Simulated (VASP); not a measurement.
Runs of VASP 6.6.1 on TiN. The structure is that of space group Fm-3m (No. 225), or close to it. The cells are those of the table. 

| fixed moment (μB) | cell | pressure (GPa) | moment (μB) |
| --- | --- | --- | --- |
| 0.375 | a = 2.921 Å, angles 60.0°, 2 atoms | (b) | 0.38 |
| 0.625 | a = 2.921 Å, angles 60.0°, 2 atoms | 31.5 | 0.62 |
| 0.875 | a = 2.921 Å, angles 60.0°, 2 atoms | 35.1 | 0.88 |
| 0.25 | a = 2.921 Å, angles 60.0°, 2 atoms | 28.7 | 0.25 |
| 0.625 | a = 3.118 Å, angles 60.0°, 2 atoms | (a) | 0.62 |

Alike in all rows: task single point; level PBE; potentials or basis VASP PAW PBE potentials, release 64 (Ti_sv, N); spin collinear; k mesh 20 × 20 × 20; cutoff (eV) 520; smearing gaussian 0.15 eV.

Q: Estimate the missing entries.

A: (a) -21.8; (b) 29.3.

Caveats: the total moment is fixed, so each spin has its own Fermi level and the state may be an excited one; the cell stands under pressure (at least some runs); the cell stands under tension (at least some runs).
